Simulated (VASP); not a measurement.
Write the native input for VASP 6.6.1 that does the following.

- Task: single point
- Functional: PBEsol
- Potentials or basis: VASP PAW PBE potentials, release 64 (P)
- Cutoff: 520 eV
- k mesh: 16 × 16 × 16
- Occupations: gaussian, width 0.1 eV
- Spin: no spin polarisation
- Dipole correction: no
- Further INCAR settings: ALGO = Normal; EDIFF = 1e-06; NBANDS = 12

The structure of P lies in POSCAR:

```
P
1.0
   -1.7132169575      2.5154446104      1.8388101862
    1.7132169575     -2.5154446104      1.8388101862
    1.7132169575      2.5154446104     -1.8388101862
P
2
Direct
    0.7961220602      0.0461220602      0.7500000000
    0.2038779398      0.9538779398      0.2500000000
```

One way to write it, as run:

INCAR

```
ALGO = Normal
EDIFF = 1E-6
ENCUT = 520
GGA = PS
ISIF = 2
ISMEAR = 0
LASPH = T
LCHARG = F
LREAL = F
LWAVE = F
NBANDS = 12
NELM = 80
PREC = Accurate
SIGMA = 0.1
```

KPOINTS

```
k-points
0
Gamma
  16 16 16
```

Potentials or basis: VASP PAW PBE potentials, release 64 (P).

Command:

```sh
$ cat potpaw_PBE.64/P/POTCAR > POTCAR
$ mpirun -np 1 vasp_std > vasp.out
```

It gave:

```json
{
 "Pressure": "-3.2 GPa",
 "Largest force": "0.033 eV/Å",
 "Band gap on the k mesh": "zero (bands 5 and 6 overlap by 1.29 eV)"
}
```

Caveat: the cell stands under tension; the PAW data sets were made with another functional, which shifts forces and pressure a little.

It took 2.8 min on 1 thread of AMD EPYC 7R13 Processor (Zen 3), on a shared host, peak memory 0.26 GiB.
